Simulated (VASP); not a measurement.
# MgO3 (Im-3m) in VASP: notebook, part 2 of 2

VASP 6.6.1. Earlier steps stand in the parts before.

## (4) Single point, PBE, collinear spin, ferromagnetic start

This run uses another cell than the first one, of 9.06 Å³/atom, 0.741 times its volume.

Contents of INCAR:

```
  PREC = Accurate
  ENCUT = 520
  EDIFF = 1E-6
  ISMEAR = 0
  SIGMA = 0.1
  LREAL = F
  LASPH = T
  NELM = 150
  ALGO = Normal
  ISIF = 2
  LWAVE = F
  LCHARG = F
  ISPIN = 2
  MAGMOM = 0 0.35 0.35 0.35
  LORBIT = 11
  GGA = PE
  NBANDS = 22
```

Contents of KPOINTS:

```
Automatic mesh
0
Gamma
  16 16 16
```

Contents of POSCAR:

```
MgO3
1.0
   -2.0850068174      2.0850068174      2.0850068174
    2.0850068174     -2.0850068174      2.0850068174
    2.0850068174      2.0850068174     -2.0850068174
Mg O
1 3
Direct
    0.0000000000      0.0000000000      0.0000000000
    0.0000000000      0.5000000000      0.5000000000
    0.5000000000      0.0000000000      0.5000000000
    0.5000000000      0.5000000000      0.0000000000
```

Potentials or basis: VASP PAW PBE potentials, release 64 (Mg, O).

Command:

```bash
$ cat potpaw_PBE.64/Mg/POTCAR potpaw_PBE.64/O/POTCAR > POTCAR
$ mpirun -np 1 vasp_std > vasp.out
```

OUTCAR:

```text
PREC = Accurate
   ENCUT = 520
   EDIFF = 1E-6
   ISMEAR = 0
   LREAL = F
   LASPH = T
   NELM = 150
   ISIF = 2
   ISPIN = 2
   LORBIT = 11
   GGA = PE

 ion  position               nearest neighbor table
   1  0.000  0.000  0.000-   2 2.09   3 2.09   4 2.09   2 2.09   3 2.09   4 2.09
   2  0.000  0.500  0.500-   1 2.09   1 2.09
   3  0.500  0.000  0.500-   1 2.09   1 2.09
   4  0.500  0.500  0.000-   1 2.09   1 2.09

  LATTYP: Found a body centered cubic cell.
 ALAT       =     4.1700136348

  Lattice vectors:

 A1 = (  -2.0850068174,   2.0850068174,   2.0850068174)
 A2 = (   2.0850068174,  -2.0850068174,   2.0850068174)
 A3 = (   2.0850068174,   2.0850068174,  -2.0850068174)

Analysis of symmetry for initial positions (statically):
[... 808 lines left out ...]
      1     -17.2564      1.00000
      2     -12.7838      1.00000
      3     -12.7838      1.00000
      4      -1.9516      1.00000
      5      -1.9516      1.00000
      6      -1.9516      1.00000
[... 589 lines left out ...]
     21      27.0192      0.00000
     22      27.8288      0.00000

 [... further k-points ...]
[... 5 lines left out ...]
  --------------------------------------------------------------------------------------
  -------------------------------------------------------------------------------------
  Total       -0.1481032     -0.1481032     -0.1481032     -0.0000000      0.0000000     -0.0000000
  in kB       -6.5447425     -6.5447425     -6.5447425     -0.0000000      0.0000000     -0.0000000
  external PRESSURE =      -6.5447425 kB  Pullay stress =       0.0000000 kB

 VOLUME and BASIS-vectors are now :
 -----------------------------------------------------------------------------
  energy-cutoff  :      520.00
  volume of cell :       36.26
      direct lattice vectors                 reciprocal lattice vectors
    -2.085006817  2.085006817  2.085006817     0.000000000  0.239807369  0.239807369
     2.085006817 -2.085006817  2.085006817     0.239807369  0.000000000  0.239807369
     2.085006817  2.085006817 -2.085006817     0.239807369  0.239807369  0.000000000

 POSITION                                       TOTAL-FORCE (eV/Angst)
 -----------------------------------------------------------------------------------
      0.00000      0.00000      0.00000         0.000000     -0.000000      0.000000
      2.08501      0.00000      0.00000         0.000000      0.000000      0.000000
      0.00000      2.08501      0.00000        -0.000000     -0.000000     -0.000000
      0.00000      0.00000      2.08501         0.000000     -0.000000     -0.000000
 -----------------------------------------------------------------------------------
    total drift:                                0.000000      0.000000     -0.000000

  FREE ENERGIE OF THE ION-ELECTRON SYSTEM (eV)
  ---------------------------------------------------
  free  energy   TOTEN  =       -18.7513279080 eV

  energy  without entropy=      -18.7416023200  energy(sigma->0) =      -18.74646511

 total charge

# of ion       s       p       d       tot
------------------------------------------
    1        0.134   0.157   0.070   0.362
    2        1.624   3.159   0.000   4.783
    3        1.624   3.159   0.000   4.783
    4        1.624   3.159   0.000   4.783
--------------------------------------------------
tot          5.007   9.633   0.070  14.711

 magnetization (x)

# of ion       s       p       d       tot
------------------------------------------
    1       -0.000  -0.000  -0.000  -0.000
    2       -0.000  -0.000   0.000  -0.000
    3       -0.000  -0.000   0.000  -0.000
    4       -0.000  -0.000   0.000  -0.000
--------------------------------------------------
tot         -0.000  -0.000  -0.000  -0.000
```

It took 2.9 min on 1 thread of Intel Xeon Platinum 8488C (Sapphire Rapids), shared host; peak memory 0.29 GiB.

Results:

```yaml
Free_energy: -18.7513 eV
Pressure: -0.7 GPa
Band_gap_on_the_k_mesh: zero (filled and empty bands overlap)
Net_moment: 0.00 μB per cell
Valence_electrons_inside_the_program's_atomic_spheres: Mg 0.36; O 4.78
```

## (5) Relaxation of cell and atoms, PBE, collinear spin, ferromagnetic start

This run uses another cell than the first one, of 9.14 Å³/atom, 0.746 times its volume.

Contents of INCAR:

```
SYSTEM = MgO3
PREC = Accurate
ENCUT = 600
EDIFF = 1E-7
ISMEAR = 0
SIGMA = 0.1
LREAL = .False.
LASPH = .True.
NELM = 150
ALGO = Normal
ISIF = 3
LWAVE = .False.
LCHARG = .False.
ISPIN = 2
MAGMOM = 0 0.35 0.35 0.35
LORBIT = 11
GGA = PE
IBRION = 2
NSW = 100
EDIFFG = -0.01
```

Contents of KPOINTS:

```
regular mesh
0
Gamma
  16 16 16
  0 0 0
```

Contents of POSCAR:

```
MgO3
1.0
   -2.0904853695      2.0904853695      2.0904853695
    2.0904853695     -2.0904853695      2.0904853695
    2.0904853695      2.0904853695     -2.0904853695
Mg O
1 3
Direct
    0.0000000000      0.0000000000      0.0000000000
    0.0000000000      0.5000000000      0.5000000000
    0.5000000000      0.0000000000      0.5000000000
    0.5000000000      0.5000000000      0.0000000000
```

Potentials or basis: VASP PAW PBE potentials, release 64 (Mg, O).

Command:

```bash
$ cat potpaw_PBE.64/Mg/POTCAR potpaw_PBE.64/O/POTCAR > POTCAR
$ mpirun -np 1 vasp_std > vasp.out
```

OUTCAR:

```text
SYSTEM = MgO3
   PREC = Accurate
   ENCUT = 600
   EDIFF = 1E-7
   ISMEAR = 0
   LREAL = .False.
   LASPH = .True.
   NELM = 150
   ISIF = 3
   ISPIN = 2
   LORBIT = 11
   GGA = PE
   IBRION = 2
   NSW = 100
   EDIFFG = -0.01

 ion  position               nearest neighbor table
   1  0.000  0.000  0.000-   2 2.09   3 2.09   4 2.09   2 2.09   3 2.09   4 2.09
   2  0.000  0.500  0.500-   1 2.09   1 2.09
   3  0.500  0.000  0.500-   1 2.09   1 2.09
   4  0.500  0.500  0.000-   1 2.09   1 2.09

  LATTYP: Found a body centered cubic cell.
 ALAT       =     4.1809707390

  Lattice vectors:

 A1 = (  -2.0904853695,   2.0904853695,   2.0904853695)
 A2 = (   2.0904853695,  -2.0904853695,   2.0904853695)
 A3 = (   2.0904853695,   2.0904853695,  -2.0904853695)

Analysis of symmetry for initial positions (statically):
=====================================================================
 Subroutine PRICEL returns:
 Original cell was already a primitive cell.

 Routine SETGRP: Setting up the symmetry group for a
 body centered cubic supercell.

 Subroutine GETGRP returns: Found 48 space group operations
 (whereof 48 operations were pure point group operations)
 out of a pool of 48 trial point group operations.

The static configuration has the point symmetry O_h .

Analysis of symmetry for dynamics (positions and initial velocities):
=====================================================================
 Subroutine PRICEL returns:
 Original cell was already a primitive cell.

 Routine SETGRP: Setting up the symmetry group for a
 body centered cubic supercell.

 Subroutine GETGRP returns: Found 48 space group operations
[... 275 lines left out ...]
      2     -12.7305      1.00000
      3     -12.7305      1.00000
      4      -1.9291      1.00000
      5      -1.9291      1.00000
      6      -1.9291      1.00000
      7       0.2894      1.00000
      8       0.2894      1.00000
      9       0.2894      1.00000
     10       4.8517      0.00000
     11       4.8517      0.00000
     12       4.8517      0.00000
     13       9.7109      0.00000
     14      13.6877      0.00000
[... 403 lines left out ...]
      4      -1.9325      1.00000
      5      -1.6204      1.00000
      6      -1.0471      1.00000
      7       0.3971      1.00000
      8       0.6005      1.00000
      9       0.6840      1.00000
     10       2.0986      1.00000
     11       3.7283      0.00000
     12       4.2074      0.00000
     13      12.7577      0.00000
     14      15.3299      0.00000
     15      15.5690      0.00000

 [... further k-points ...]

 spin component 2

 k-point     1 :       0.0000    0.0000    0.0000
  band No.  band energies     occupation
      1     -17.2486      1.00000
      2     -12.7305      1.00000
      3     -12.7305      1.00000
      4      -1.9291      1.00000
      5      -1.9291      1.00000
      6      -1.9291      1.00000
      7       0.2894      1.00000
      8       0.2894      1.00000
      9       0.2894      1.00000
     10       4.8517      0.00000
     11       4.8517      0.00000
     12       4.8517      0.00000
     13       9.7109      0.00000
     14      13.6877      0.00000
[... 446 lines left out ...]
  FREE ENERGIE OF THE ION-ELECTRON SYSTEM (eV)
  ---------------------------------------------------
  free  energy   TOTEN  =       -18.7565607041 eV

  energy  without entropy=      -18.7468242785  energy(sigma->0) =      -18.75169249

 reached required accuracy - stopping structural energy minimisation

 total charge

# of ion       s       p       d       tot
------------------------------------------
    1        0.135   0.159   0.072   0.366
    2        1.621   3.162   0.000   4.783
    3        1.621   3.162   0.000   4.783
    4        1.621   3.162   0.000   4.783
--------------------------------------------------
tot          4.998   9.645   0.072  14.714

 magnetization (x)

# of ion       s       p       d       tot
------------------------------------------
    1        0.000  -0.000  -0.000  -0.000
    2       -0.000  -0.000   0.000  -0.000
    3       -0.000  -0.000   0.000  -0.000
    4       -0.000  -0.000   0.000  -0.000
--------------------------------------------------
tot         -0.000  -0.000  -0.000  -0.000
```

CONTCAR:

```text
MgO3
   1.00000000000000
    -2.0809195568450982    2.0809195568450982    2.0809195568450982
     2.0809195568450982   -2.0809195568450982    2.0809195568450982
     2.0809195568450982    2.0809195568450982   -2.0809195568450982
  Mg              O
     1     3
Direct
     0.0000000000000000    0.0000000000000000    0.0000000000000000
     0.0000000000000000    0.5000000000000000    0.5000000000000000
     0.5000000000000000    0.0000000000000000    0.5000000000000000
     0.5000000000000000    0.5000000000000000    0.0000000000000000

  0.00000000E+00  0.00000000E+00  0.00000000E+00
  0.00000000E+00  0.00000000E+00  0.00000000E+00
  0.00000000E+00  0.00000000E+00  0.00000000E+00
  0.00000000E+00  0.00000000E+00  0.00000000E+00
```

It took 3.3 min on 1 thread of Intel Xeon 6975P-C (Granite Rapids), shared host; peak memory 0.3 GiB.

What came out:

```
Free energy                                           : -18.7566 eV
Relaxed volume                                        : 9.01 Å³/atom
Relaxed cell                                          : a = 3.604 Å, b = 3.604 Å, c = 3.604 Å, α = 109.47°, β = 109.47°, γ = 109.47°
Space group after relaxing (to 0.05 Å)                : Im-3m (No. 229)
Energy gained by relaxing                             : 0.8 meV/atom
Ionic steps                                           : 3
Pressure after relaxing                               : 0.0 GPa
Band gap on the k mesh                                : zero (filled and empty bands overlap)
Net moment                                            : 0.00 μB per cell
Valence electrons inside the program's atomic spheres : Mg 0.37; O 4.78
```

Step by step:
| step | energy change (eV) | largest force (eV/Å) | pressure (GPa) | volume (Å³) |
| --- | --- | --- | --- | --- |
| 1 | 0.0000 | 0.0000 | -1.97 | 36.54 |
| 2 | -0.0030 | 0.0000 | 0.38 | 35.95 |
| 3 | -0.0031 | 0.0000 | 0.00 | 36.04 |

Final structure:
```cif
data_structure
_symmetry_space_group_name_H-M 'P 1'
_symmetry_Int_Tables_number 1
_cell_length_a 3.6043
_cell_length_b 3.6043
_cell_length_c 3.6043
_cell_angle_alpha 109.471
_cell_angle_beta 109.471
_cell_angle_gamma 109.471
_cell_volume 36.04
loop_
_atom_site_label
_atom_site_type_symbol
_atom_site_fract_x
_atom_site_fract_y
_atom_site_fract_z
_atom_site_occupancy
Mg1 Mg 0.00000 0.00000 0.00000 1
O1 O 0.00000 0.50000 0.50000 1
O2 O 0.50000 0.00000 0.50000 1
O3 O 0.50000 0.50000 0.00000 1
```

Levels at points of the mesh, in eV from the Fermi level:
Spin up:
```tsv
k point	band 7	band 8	band 9	band 10	band 11	band 12	band 13	band 14
(0.00, 0.00, 0.00)	-2.83	-2.83	-2.83	1.73	1.73	1.73	6.59	10.57
(0.50, 0.00, 0.00)	-2.74	-2.12	-1.85	-1.72	-1.15	1.75	11.00	11.05
(0.50, 0.50, 0.50)	-1.95	-1.95	-1.95	1.83	1.83	1.83	9.17	14.56
```
Spin down:
| k point | band 7 | band 8 | band 9 | band 10 | band 11 | band 12 | band 13 | band 14 |
| --- | --- | --- | --- | --- | --- | --- | --- | --- |
| (0.00, 0.00, 0.00) | -2.83 | -2.83 | -2.83 | 1.73 | 1.73 | 1.73 | 6.59 | 10.57 |
| (0.50, 0.00, 0.00) | -2.74 | -2.12 | -1.85 | -1.72 | -1.15 | 1.75 | 11.00 | 11.05 |
| (0.50, 0.50, 0.50) | -1.95 | -1.95 | -1.95 | 1.83 | 1.83 | 1.83 | 9.17 | 14.56 |

## (6) Overview

```csv
task,cell,k mesh,cutoff (eV),gap on the mesh (eV),pressure (GPa),moment (μB),relaxed volume (Å³/atom)
single point,"a = 3.991 Å, angles 109.5°, 4 atoms",6 × 6 × 6,520,none,-22.4,1.00,-
relaxation of cell and atoms,"relaxed from a = 3.991 Å, angles 109.5°, 4 atoms",6 × 6 × 6,600,none,-0.4,1.00,9.11
single point,"a = 3.611 Å, angles 109.5°, 4 atoms",16 × 16 × 16,520,none,-0.7,0.00,-
relaxation of cell and atoms,"relaxed from a = 3.621 Å, angles 109.5°, 4 atoms",16 × 16 × 16,600,none,0.0,0.00,9.01
```

Alike in all rows: level PBE; potentials or basis VASP PAW PBE potentials, release 64 (Mg, O); spin collinear, ferromagnetic start; smearing gaussian 0.1 eV.

Caveats: the volume moved by over 15 % at a fixed basis, so the end points are rough (some runs).

Absolute energies hang on the potentials; compare differences alone.
